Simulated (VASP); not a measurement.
Nd2H3:

```
Nd H
1.0
     2.31859   -2.93366   -0.03104
     2.28674    2.90827    0.10384
     0.18394    0.27161   11.76025
Nd H
4 6
Direct
  0.45600 0.53643 0.04819
  0.52188 0.43270 0.52902
  0.97941 0.04075 0.29979
  0.03193 0.99689 0.78763
  0.07264 0.94243 0.98917
  0.90721 0.06654 0.48622
  0.51256 0.05194 0.15932
  0.52520 0.95205 0.66724
  0.96940 0.48457 0.16238
  0.02376 0.49570 0.65203
```

| Property | Result |
| --- | --- |
| Program | VASP 6.6.1 |
| Task | relaxation of cell and atoms |
| Functional | PBE |
| Potentials or basis | VASP PAW PBE potentials, release 64 (Nd_3, H), 4f in core |
| Cutoff | 500 eV |
| k mesh | 6 × 6 × 2 |
| Occupations | gaussian, width 0.2 eV |
| Spin | no spin polarisation |

At the start: pressure 1.6 GPa; volume 15.81 Å³/atom.

Problem. Where does the relaxation end?

Solution. Over 16 steps the energy falls by 33.6 meV/atom and the volume is 16.18 Å³/atom (+2.4 %); space group P1 (No. 1, to 0.1 Å) before, Cmc2_1 (No. 36, to 0.1 Å).

The path:
```csv
step,energy change (eV),largest force (eV/Å),pressure (GPa),volume (Å³)
1,0.0000,0.9517,1.60,158.07
2,-0.1632,0.6378,0.05,161.68
3,-0.2255,0.3522,-1.43,165.95
4,-0.2811,0.2490,-0.35,162.92
5,-0.2943,0.3079,0.56,160.62
6,-0.3165,0.1451,0.26,161.29
7,-0.3211,0.1092,0.07,161.76
8,-0.3260,0.0920,-0.07,162.12
9,-0.3287,0.0860,-0.26,162.63
10,-0.3317,0.0506,0.13,161.62
11,-0.3317,0.0471,0.20,161.44
12,-0.3337,0.0353,0.05,161.87
13,-0.3340,0.0380,-0.01,162.07
14,-0.3348,0.0336,-0.04,162.14
15,-0.3352,0.0335,-0.07,162.23
16,-0.3357,0.0190,0.09,161.82
```

Final structure:
```xyz
10
Lattice="2.3414 -2.9157 -0.0001 2.3416 2.9175 0.0002 -0.0032 -0.0023 11.8474" Properties=species:S:1:pos:R:3 pbc="T T T"
Nd    2.3487    0.2183    0.4920
Nd    2.3342   -0.2186    6.4210
Nd    2.3390   -2.7831    3.4140
Nd    2.3401    2.7842    9.3421
H     2.3509    2.4646   11.6530
H     2.3295   -2.4679    5.7279
H     1.2038   -1.3266    1.9359
H     3.4761    1.3306    7.8596
H     3.4854   -1.3344    1.9346
H     1.1920    1.3309    7.8630
```
